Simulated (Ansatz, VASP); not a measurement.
BiTe in VASP and in Ansatz

File POSCAR:

```
BiTe
1.0
    0.0000000000      3.2132879364      3.2132879364
    3.2132879364      0.0000000000      3.2132879364
    3.2132879364      3.2132879364      0.0000000000
Bi Te
1 1
Direct
    0.0000000000      0.0000000000      0.0000000000
    0.5000000000      0.5000000000      0.5000000000
```

INCAR.step1

```
SYSTEM = BiTe
PREC = Accurate ; ENCUT = 520
EDIFF = 1E-5 ; ISMEAR = -1
SIGMA = 0.05 ; LREAL = .False.
LASPH = .True. ; NELM = 60
ALGO = Normal ; ISIF = 2
LWAVE = .True. ; LCHARG = .False.
GGA = PE ; NBANDS = 18
```

File INCAR.step2:

```
SYSTEM = BiTe
PREC = Accurate ; ENCUT = 520
EDIFF = 1E-6 ; ISMEAR = -1
SIGMA = 0.05 ; LREAL = .False.
LASPH = .True. ; NELM = 60
ALGO = Normal ; ISIF = 2
LWAVE = .False. ; LCHARG = .False.
GGA = PE ; LHFCALC = .True.
HFSCREEN = 0.2079 ; PRECFOCK = Normal
ISTART = 1 ; NBANDS = 18
```

Contents of KPOINTS:

```
regular mesh
0
Gamma
  4 4 4
  0 0 0
```

Contents of input:

```
crystal:
  lattice:
    - [0.0, 3.2132879364, 3.2132879364]
    - [3.2132879364, 0.0, 3.2132879364]
    - [3.2132879364, 3.2132879364, 0.0]
  atoms:
    - { symbol: Bi, position: [0.0, 0.0, 0.0] }
    - { symbol: Te, position: [0.5, 0.5, 0.5] }
hamiltonian:
  xc: hse06
  pseudopotentials: { kind: paw }
kpoints:
  mp_grid: { grid: [4, 4, 4] }
scf:
  occupations: { method: fermi_dirac, width: 0.05 }
output:
  forces: true
  stress: true
  eigenvalues: true
```

Alike in both runs: task single point; functional HSE06; k mesh 4 × 4 × 4; occupations fermi-dirac, width 0.05 eV; no spin polarisation.

|  | VASP | Ansatz |
| --- | --- | --- |
| version | VASP 6.6.1 | Ansatz 0.2.0 |
| potentials or method | VASP PAW PBE potentials, release 64 (Bi_d, Te) | Ansatz PAW |
| plane-wave cutoff (eV) | 520 | 420 |
| valence electrons in the cell | 21 | 31 |

VASP gave:

- gap on the k mesh at the Fermi level (eV): none
- pressure (GPa): -0.5

Question: Which values does Ansatz return?

Answer: gap on the k mesh at the Fermi level (eV): none; pressure (GPa): -0.3.

A gap of «none» marks a metal or a gap that the smearing closes. VASP's potentials hold 21 valence electrons a cell and Ansatz's 31, so a difference there can come from the potentials and not from the codes.

The k mesh is coarse, so the values compare programs but aren't converged. Spin-orbit coupling is off throughout.
